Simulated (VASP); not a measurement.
# Rh (Im-3m) in VASP: further runs

Runs on Rh. Level: PBE. Tasks: single point.

All numbers are computed with VASP 6.6.1; they aren't measurements. Logs are shortened: lines on timing, memory, paths and dates and some standing lists are left out, and cuts for length are marked.

## (1) The cell of the first run

The structure is cubic, space group Im-3m (No. 229). The conventional cell has a = 2.354 Å, b = 2.354 Å, c = 2.354 Å, α = 90.00°, β = 90.00°, γ = 90.00°. Within 2.7 Å of Rh (site symmetry m-3m) lie 14 Rh at 2.04 to 2.35 Å.

## (2) Single point, PBE (volume scaled by 0.45)

Input file INCAR:

```
PREC = Accurate
ENCUT = 520
EDIFF = 1E-7
ISMEAR = -1
SIGMA = 0.1
LREAL = F
LASPH = T
NELM = 60
ALGO = Normal
ISIF = 2
LWAVE = F
LCHARG = T
GGA = PE
LELF = T
LVHAR = T
NBANDS = 14
```

Input file KPOINTS:

```
Automatic mesh
0
Gamma
  17 17 17
```

Input file POSCAR:

```
Rh
1.0
   -1.1769961062      1.1769961062      1.1769961062
    1.1769961062     -1.1769961062      1.1769961062
    1.1769961062      1.1769961062     -1.1769961062
Rh
1
Direct
    0.0000000000      0.0000000000      0.0000000000
```

Potentials or basis: VASP PAW PBE potentials, release 64 (Rh_pv).

Run with:

```
$ cat potpaw_PBE.64/Rh_pv/POTCAR > POTCAR
$ mpirun -np 1 vasp_std > vasp.out
```

OUTCAR:

```text
PREC = Accurate
   ENCUT = 520
   EDIFF = 1E-7
   ISMEAR = -1
   LREAL = F
   LASPH = T
   NELM = 60
   ISIF = 2
   GGA = PE

 ion  position               nearest neighbor table
   1  0.000  0.000  0.000-

  LATTYP: Found a body centered cubic cell.
 ALAT       =     2.3539922124

  Lattice vectors:

 A1 = (  -1.1769961062,   1.1769961062,   1.1769961062)
 A2 = (   1.1769961062,  -1.1769961062,   1.1769961062)
 A3 = (   1.1769961062,   1.1769961062,  -1.1769961062)

Analysis of symmetry for initial positions (statically):
=====================================================================
 Subroutine PRICEL returns:
 Original cell was already a primitive cell.

 Routine SETGRP: Setting up the symmetry group for a
 body centered cubic supercell.

 Subroutine GETGRP returns: Found 48 space group operations
 (whereof 48 operations were pure point group operations)
 out of a pool of 48 trial point group operations.

The static configuration has the point symmetry O_h .

Analysis of symmetry for dynamics (positions and initial velocities):
=====================================================================
 Subroutine PRICEL returns:
 Original cell was already a primitive cell.

 Routine SETGRP: Setting up the symmetry group for a
 body centered cubic supercell.

 Subroutine GETGRP returns: Found 48 space group operations
 (whereof 48 operations were pure point group operations)
 out of a pool of 48 trial point group operations.

The dynamic configuration has the point symmetry O_h .

 Subroutine INISYM returns: Found 48 space group operations
 (whereof 48 operations are pure point group operations),
 and found     1 'primitive' translations

----------------------------------------------------------------------------------------

                                     Primitive cell

  volume of cell :       6.5221

  direct lattice vectors                    reciprocal lattice vectors
    -1.176996106  1.176996106  1.176996106     0.000000000  0.424810241  0.424810241
     1.176996106 -1.176996106  1.176996106     0.424810241  0.000000000  0.424810241
     1.176996106  1.176996106 -1.176996106     0.424810241  0.424810241  0.000000000

  length of vectors
     2.038617056  2.038617056  2.038617056     0.600772405  0.600772405  0.600772405

  position of ions in fractional coordinates (direct lattice)
     0.000000000  0.000000000  0.000000000

  ion indices of the primitive-cell ions
   primitive index   ion index
                 1           1

----------------------------------------------------------------------------------------

 KPOINTS: Automatic mesh

Automatic generation of k-mesh.
 Grid dimensions read from file:
 generate k-points for:   17   17   17

 Generating k-lattice:

  Cartesian coordinates                     Fractional coordinates (reciprocal lattice)
     0.000000000  0.024988838  0.024988838     0.058823529  0.000000000  0.000000000
     0.024988838  0.000000000  0.024988838     0.000000000  0.058823529  0.000000000
     0.024988838  0.024988838  0.000000000     0.000000000  0.000000000  0.058823529

  Length of vectors
     0.035339553  0.035339553  0.035339553

  Shift w.r.t. Gamma in fractional coordinates (k-lattice)
     0.000000000  0.000000000  0.000000000

 Subroutine IBZKPT returns following result:
 ===========================================

 Found    165 irreducible k-points:

 Following reciprocal coordinates:
            Coordinates               Weight
  0.000000  0.000000  0.000000      1.000000
  0.058824  0.000000  0.000000     12.000000
  0.117647  0.000000  0.000000     12.000000
  0.176471  0.000000  0.000000     12.000000
  0.235294  0.000000  0.000000     12.000000
  0.294118  0.000000  0.000000     12.000000
[... 16 lines left out ...]
  0.411765  0.117647  0.000000     48.000000
  0.176471  0.176471  0.000000     24.000000
 [... further k-points ...]
   k-points           NKPTS =    165   k-points in BZ     NKDIM =    165   number of bands    NBANDS=     14
   number of dos      NEDOS =    301   number of ions     NIONS =      1
   total plane-waves  NPLWV =   4096
   dimension x,y,z NGX =    16 NGY =   16 NGZ =   16
   dimension x,y,z NGXF=    32 NGYF=   32 NGZF=   32
   ions per type =               1
   NGX,Y,Z   is equivalent  to a cutoff of  13.05, 13.05, 13.05 a.u.
   NGXF,Y,Z  is equivalent  to a cutoff of  26.10, 26.10, 26.10 a.u.
 SYSTEM =  unknown system
   PREC   = accura    normal or accurate (medium, high low for compatibility)
   ISTART =      0    job   : 0-new  1-cont  2-samecut
   ICHARG =      2    charge: 1-file 2-atom 10-const
   ISPIN  =      1    spin polarized calculation?
   LNONCOLLINEAR =      F non collinear calculations
   LSORBIT =      F    spin-orbit coupling
   LASPH  =      T    aspherical Exc in radial PAW
   ENCUT  =  520.0 eV  38.22 Ry    6.18 a.u.   3.79  3.79  3.79*2*pi/ulx,y,z
   NELM   =     60;   NELMIN=  2; NELMDL= -5     # of ELM steps
   EDIFF  = 0.1E-06   stopping-criterion for ELM
   LREAL  =      F    real-space projection
   EDIFFG = 0.1E-05   stopping-criterion for IOM
   NSW    =      0    number of steps for IOM
   IBRION =     -1    ionic relax: 0-MD 1-quasi-New 2-CG
   NFREE  =      0    steps in history (QN), initial steepest desc. (CG)
   ISIF   =      2    stress and relaxation
   ISYM   =      2    0-nonsym 1-usesym 2-fastsym
   POTIM  = 0.5000    time-step for ionic-motion
   TEBEG  =    0.0;   TEEND  =   0.0 temperature during run
   PSTRESS=    0.0 pullay stress
   NELECT =      15.0000    total number of electrons
   NUPDOWN=      -1.0000    fix difference up-down
   EMIN   =  10.00;   EMAX   =-10.00  energy-range for DOS
   EFERMI =   0.00;   METHOD = LEGACY
   ISMEAR =    -1;   SIGMA  =   0.10  broadening in eV -4-tet -1-fermi 0-gaus
   EFERMI_NEDOS =   21; number of points for ismear=-14 and -15
   IALGO  =     38    algorithm
   IMIX   =      4    mixing-type and parameters
     AMIX     =   0.40;   BMIX     =  1.00
     AMIX_MAG =   1.60;   BMIX_MAG =  1.00
  volume/ion in A,a.u.               =       6.52        44.01
  Fermi-wavevector in a.u.,A,eV,Ry     =   2.160944  4.083592 63.534854  4.669680
  Thomas-Fermi vector in A             =   3.134553
   LORBIT       =      0    0 simple, 1 ext, 2 COOP (PROOUT), +10 PAW based schemes
   GGA     = PE    functional components
   LHFCALC =     F    Hartree Fock is set to
   AEXX    =    0.0000 exact exchange contribution
   IVDW    =     0    specifies the selected vdW correction
   LEPSILON=     F    determine dielectric tensor
   LRPA    =     F    only Hartree local field effects (RPA)
 non-spin polarized calculation
  energy-cutoff  :      520.00
  volume of cell :        6.52
 maximum number of plane-waves:       183
   NGX =  7   NGY =  7   NGZ =  7

 number of electron      15.0000007 magnetization

 Free energy of the ion-electron system (eV)
  ---------------------------------------------------
  ext. energy  EPLUGINS =         0.00000000
  ---------------------------------------------------
  free energy    TOTEN  =         8.00627135 eV

  energy without entropy =        8.02531256  energy(sigma->0) =        8.01579195

 E-fermi :  31.1491     XC(G=0): -19.3762

 val. band max:       31.1279061831   @ k =   0.2353   0.1765   0.0000
 cond. band min:      31.1736377777   @ k =   0.2941   0.1176   0.0000
 fundamental gap:      0.0457315946
 Fermi energy:        31.1491325749

 k-point     1 :       0.0000    0.0000    0.0000
  band No.  band energies     occupation
      1     -15.8414      2.00000
      2     -15.8414      2.00000
      3     -15.8414      2.00000
      4      19.2307      2.00000
      5      22.3463      2.00000
      6      22.3463      2.00000
      7      22.3463      2.00000
      8      28.8498      2.00000
      9      28.8498      2.00000
     10      47.2648      0.00000
     11      47.2648      0.00000
     12      47.2648      0.00000
     13      50.5574      0.00000
     14      72.4268      0.00000

 k-point     2 :       0.0588    0.0000    0.0000
  band No.  band energies     occupation
      1     -16.1244      2.00000
      2     -15.9233      2.00000
      3     -15.8471      2.00000
      4      19.5662      2.00000
      5      22.1364      2.00000
      6      22.3472      2.00000
      7      22.6885      2.00000
      8      28.4828      2.00000
      9      28.8411      2.00000
     10      47.5769      0.00000
     11      47.8229      0.00000
     12      48.1969      0.00000
     13      50.5575      0.00000
     14      70.4036      0.00000

 k-point     3 :       0.1176    0.0000    0.0000
  band No.  band energies     occupation
      1     -16.9113      2.00000
      2     -16.1536      2.00000
      3     -15.8633      2.00000
      4      20.1805      2.00000
      5      21.5691      2.00000
      6      22.5926      2.00000
      7      23.6933      2.00000
      8      27.7799      2.00000
      9      28.8414      2.00000
     10      48.3940      0.00000
     11      49.4332      0.00000
     12      50.5563      0.00000
     13      50.5840      0.00000
     14      66.8929      0.00000
[... 324 lines left out ...]
 k-point    23 :       0.4118    0.1176    0.0000
  band No.  band energies     occupation
      1     -22.6215      2.00000
      2     -18.3904      2.00000
      3     -16.3732      2.00000
      4      16.4772      2.00000
      5      18.4716      2.00000
      6      28.3804      2.00000
      7      29.2124      2.00000
      8      33.4520      0.00000
      9      40.1965      0.00000
     10      46.2431      0.00000
     11      50.5447      0.00000
     12      53.4931      0.00000
     13      59.7918      0.00000
     14      63.1048      0.00000

 k-point    24 :       0.1765    0.1765    0.0000
  band No.  band energies     occupation
      1     -20.4845      2.00000
      2     -17.4756      2.00000
      3     -16.3815      2.00000
      4      18.8209      2.00000
      5      20.2182      2.00000
      6      24.2297      2.00000
      7      26.8889      2.00000
      8      30.5431      1.99534
      9      33.5471      0.00000
     10      50.5529      0.00000
     11      51.7019      0.00000
     12      52.6075      0.00000
     13      57.8027      0.00000
     14      65.6887      0.00000

 [... further k-points ...]

------------------------ aborting loop because EDIFF is reached ----------------------------------------

  FORCE on cell =-STRESS in cart. coord.  units (eV):
  Direction    XX          YY          ZZ          XY          YZ          ZX
  --------------------------------------------------------------------------------------
  -------------------------------------------------------------------------------------
  Total       51.6481732     51.6481732     51.6481732      0.0000000     -0.0000000      0.0000000
  in kB    12687.6292057  12687.6292057  12687.6292057      0.0000000     -0.0000000      0.0000000
  external PRESSURE =   12687.6292057 kB  Pullay stress =       0.0000000 kB

 VOLUME and BASIS-vectors are now :
 -----------------------------------------------------------------------------
  energy-cutoff  :      520.00
  volume of cell :        6.52
      direct lattice vectors                 reciprocal lattice vectors
    -1.176996106  1.176996106  1.176996106     0.000000000  0.424810241  0.424810241
     1.176996106 -1.176996106  1.176996106     0.424810241  0.000000000  0.424810241
     1.176996106  1.176996106 -1.176996106     0.424810241  0.424810241  0.000000000

 POSITION                                       TOTAL-FORCE (eV/Angst)
 -----------------------------------------------------------------------------------
      0.00000      0.00000      0.00000        -0.000000      0.000000     -0.000000
 -----------------------------------------------------------------------------------
    total drift:                                0.000000      0.000000     -0.000000

  FREE ENERGIE OF THE ION-ELECTRON SYSTEM (eV)
  ---------------------------------------------------
  free  energy   TOTEN  =         8.0062713479 eV

  energy  without entropy=        8.0253125560  energy(sigma->0) =        8.01579195
```

It took 4.3 s on 1 thread of Intel Xeon 6975P-C (Granite Rapids), shared host; peak memory 0.12 GiB.

The run converged, but its numbers aren't listed here, since they failed a check.

## (3) Single point, PBE (volume scaled by 0.45)

Input file INCAR:

```
SYSTEM = Rh
ALGO = Normal ; EDIFF = 1E-6
ENCUT = 520 ; GGA = PE
ISIF = 2 ; ISMEAR = -1
LASPH = .True. ; LCHARG = .True.
LELF = .True. ; LREAL = .False.
LVHAR = .True. ; LWAVE = .False.
NBANDS = 14 ; NELM = 60
PREC = Accurate ; SIGMA = 0.1
```

Input file KPOINTS:

```
k-points
0
Gamma
  17 17 17
  0 0 0
```

POSCAR is that of step 2.

Potentials or basis: VASP PAW PBE potentials, release 64 (Rh_pv).

Run with:

```
$ cat potpaw_PBE.64/Rh_pv/POTCAR > POTCAR
$ mpirun -np 1 vasp_std > vasp.out
```

OUTCAR:

```text
SYSTEM = Rh
   EDIFF = 1E-6
   ENCUT = 520
   GGA = PE
   ISIF = 2
   ISMEAR = -1
   LASPH = .True.
   LREAL = .False.
   NELM = 60
   PREC = Accurate

 ion  position               nearest neighbor table
   1  0.000  0.000  0.000-

  LATTYP: Found a body centered cubic cell.
 ALAT       =     2.3539922124

  Lattice vectors:

 A1 = (  -1.1769961062,   1.1769961062,   1.1769961062)
 A2 = (   1.1769961062,  -1.1769961062,   1.1769961062)
 A3 = (   1.1769961062,   1.1769961062,  -1.1769961062)

Analysis of symmetry for initial positions (statically):
=====================================================================
 Subroutine PRICEL returns:
 Original cell was already a primitive cell.

 Routine SETGRP: Setting up the symmetry group for a
 body centered cubic supercell.

 Subroutine GETGRP returns: Found 48 space group operations
 (whereof 48 operations were pure point group operations)
 out of a pool of 48 trial point group operations.

The static configuration has the point symmetry O_h .

Analysis of symmetry for dynamics (positions and initial velocities):
=====================================================================
 Subroutine PRICEL returns:
 Original cell was already a primitive cell.

 Routine SETGRP: Setting up the symmetry group for a
 body centered cubic supercell.

 Subroutine GETGRP returns: Found 48 space group operations
 (whereof 48 operations were pure point group operations)
 out of a pool of 48 trial point group operations.

The dynamic configuration has the point symmetry O_h .

 Subroutine INISYM returns: Found 48 space group operations
 (whereof 48 operations are pure point group operations),
 and found     1 'primitive' translations

----------------------------------------------------------------------------------------

                                     Primitive cell
[... 114 lines left out ...]
   GGA     = PE    functional components
   LHFCALC =     F    Hartree Fock is set to
   AEXX    =    0.0000 exact exchange contribution
   IVDW    =     0    specifies the selected vdW correction
   LEPSILON=     F    determine dielectric tensor
   LRPA    =     F    only Hartree local field effects (RPA)
 non-spin polarized calculation
  energy-cutoff  :      520.00
  volume of cell :        6.52
 maximum number of plane-waves:       183
   NGX =  7   NGY =  7   NGZ =  7

 number of electron      15.0000007 magnetization

 Free energy of the ion-electron system (eV)
  ---------------------------------------------------
  ext. energy  EPLUGINS =         0.00000000
  ---------------------------------------------------
  free energy    TOTEN  =         8.00627133 eV

  energy without entropy =        8.02531254  energy(sigma->0) =        8.01579193

 E-fermi :  31.1491     XC(G=0): -19.3762

 val. band max:       31.1279188352   @ k =   0.2353   0.1765   0.0000
 cond. band min:      31.1736500416   @ k =   0.2941   0.1176   0.0000
 fundamental gap:      0.0457312063
 Fermi energy:        31.1491451408

 k-point     1 :       0.0000    0.0000    0.0000
  band No.  band energies     occupation
      1     -15.8414      2.00000
      2     -15.8414      2.00000
      3     -15.8414      2.00000
      4      19.2307      2.00000
      5      22.3463      2.00000
      6      22.3463      2.00000
      7      22.3463      2.00000
      8      28.8498      2.00000
      9      28.8498      2.00000
     10      47.2648      0.00000
     11      47.2648      0.00000
     12      47.2648      0.00000
     13      50.5575      0.00000
     14      72.4268      0.00000
[... 377 lines left out ...]
      1     -20.4845      2.00000
      2     -17.4756      2.00000
      3     -16.3815      2.00000
      4      18.8209      2.00000
      5      20.2182      2.00000
      6      24.2297      2.00000
      7      26.8890      2.00000
      8      30.5431      1.99534
      9      33.5471      0.00000
     10      50.5529      0.00000
     11      51.7019      0.00000
     12      52.6075      0.00000
     13      57.8027      0.00000
     14      65.6887      0.00000

 [... further k-points ...]

------------------------ aborting loop because EDIFF is reached ----------------------------------------

  FORCE on cell =-STRESS in cart. coord.  units (eV):
  Direction    XX          YY          ZZ          XY          YZ          ZX
  --------------------------------------------------------------------------------------
  -------------------------------------------------------------------------------------
  Total       51.6477256     51.6477256     51.6477256      0.0000000      0.0000000      0.0000000
  in kB    12687.5192607  12687.5192607  12687.5192607      0.0000000      0.0000000      0.0000000
  external PRESSURE =   12687.5192607 kB  Pullay stress =       0.0000000 kB

 VOLUME and BASIS-vectors are now :
 -----------------------------------------------------------------------------
  energy-cutoff  :      520.00
  volume of cell :        6.52
      direct lattice vectors                 reciprocal lattice vectors
    -1.176996106  1.176996106  1.176996106     0.000000000  0.424810241  0.424810241
     1.176996106 -1.176996106  1.176996106     0.424810241  0.000000000  0.424810241
     1.176996106  1.176996106 -1.176996106     0.424810241  0.424810241  0.000000000

 POSITION                                       TOTAL-FORCE (eV/Angst)
 -----------------------------------------------------------------------------------
      0.00000      0.00000      0.00000         0.000000     -0.000000      0.000000
 -----------------------------------------------------------------------------------
    total drift:                                0.000000      0.000000     -0.000000

  FREE ENERGIE OF THE ION-ELECTRON SYSTEM (eV)
  ---------------------------------------------------
  free  energy   TOTEN  =         8.0062713262 eV

  energy  without entropy=        8.0253125383  energy(sigma->0) =        8.01579193
```

OSZICAR:

```text
N       E                     dE             d eps       ncg     rms          rms(c)
DAV:   1     0.117403348098E+03    0.11740E+03   -0.81274E+03  4770   0.130E+03
DAV:   2     0.875162688002E+01   -0.10865E+03   -0.10384E+03  5142   0.359E+02
DAV:   3     0.762415500994E+01   -0.11275E+01   -0.11262E+01  4968   0.378E+01
DAV:   4     0.762256461340E+01   -0.15904E-02   -0.15904E-02  5166   0.149E+00
DAV:   5     0.762256067219E+01   -0.39412E-05   -0.39434E-05  4986   0.655E-02    0.836E+01
DAV:   6     0.787410746529E+01    0.25155E+00   -0.23189E-02  4746   0.267E+00    0.503E+01
DAV:   7     0.800602237149E+01    0.13191E+00   -0.35660E-02  4806   0.329E+00    0.526E-01
DAV:   8     0.800629459328E+01    0.27222E-03   -0.87506E-04  4794   0.424E-01    0.459E-02
DAV:   9     0.800627866545E+01   -0.15928E-04   -0.21071E-05  5156   0.722E-02    0.460E-02
DAV:  10     0.800626977053E+01   -0.88949E-05   -0.59053E-06  4662   0.360E-02    0.105E-02
DAV:  11     0.800627164517E+01    0.18746E-05   -0.30097E-07  2730   0.773E-03    0.167E-03
DAV:  12     0.800627132615E+01   -0.31902E-06   -0.33338E-08  2358   0.243E-03
   1 F= 0.80062713E+01 E0= 0.80157919E+01  d E =-.190412E-01
```

stdout:

```text
POSCAR found type information on POSCAR Rh
 POSCAR found :  1 types and       1 ions
 scaLAPACK will be used
 LDA part: xc-table for (Slater+PW92), standard interpolation
 POSCAR, INCAR and KPOINTS ok, starting setup
 FFT: planning ... GRIDC
 FFT: planning ... GRID_SOFT
 FFT: planning ... GRID
 WAVECAR not read
 entering main loop
```

Wall time 4 s (1 thread of Intel Xeon 6975P-C (Granite Rapids), shared host); peak memory 0.13 GiB.

The run converged, but its numbers aren't listed here, since they failed a check.

[end of part 1 of 2]
